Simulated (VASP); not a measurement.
Here is a VASP 6.6.1 calculation.

Contents of INCAR:

```
SYSTEM = BaS
ALGO = Normal
EDIFF = 1E-6
EDIFFG = -0.01
ENCUT = 600
GGA = PS
IBRION = 2
ISIF = 3
ISMEAR = 0
LASPH = .TRUE.
LCHARG = .FALSE.
LREAL = .FALSE.
LWAVE = .FALSE.
NELM = 80
NSW = 80
PREC = Accurate
SIGMA = 0.05
```

File KPOINTS:

```
k-points
0
G
  10 10 8
  0 0 0
```

File POSCAR:

```
BaS
1.0
    4.2331110366      0.0000000000      0.0000000000
   -2.1165555183      3.6659816947      0.0000000000
    0.0000000000      0.0000000000      4.1313066459
Ba S
1 1
Direct
    0.0000000000      0.0000000000      0.0000000000
    0.6666666667      0.3333333333      0.5000000000
```

Potentials or basis: VASP PAW PBE potentials, release 64 (Ba_sv, S).

Run with:

```console
$ cat potpaw_PBE.64/Ba_sv/POTCAR potpaw_PBE.64/S/POTCAR > POTCAR
$ mpirun -np 1 vasp_std > vasp.out
```

(1) Predict the relaxed volume.

(2) Estimate the space group after relaxing (to 0.1 Å).

(3) Estimate the band gap on the k mesh.

(4) Estimate the relaxed cell.

Results:

(1) 31.79 Å³/atom.

(2) P-6m2 (No. 187).

(3) 1.80 eV.

(4) a = 4.317 Å, b = 4.317 Å, c = 3.940 Å, α = 90.00°, β = 90.00°, γ = 120.00°.

Caveat: the PAW data sets were made with another functional, which shifts forces and pressure a little; spin-orbit coupling is left out, which moves the levels of the heavy elements.
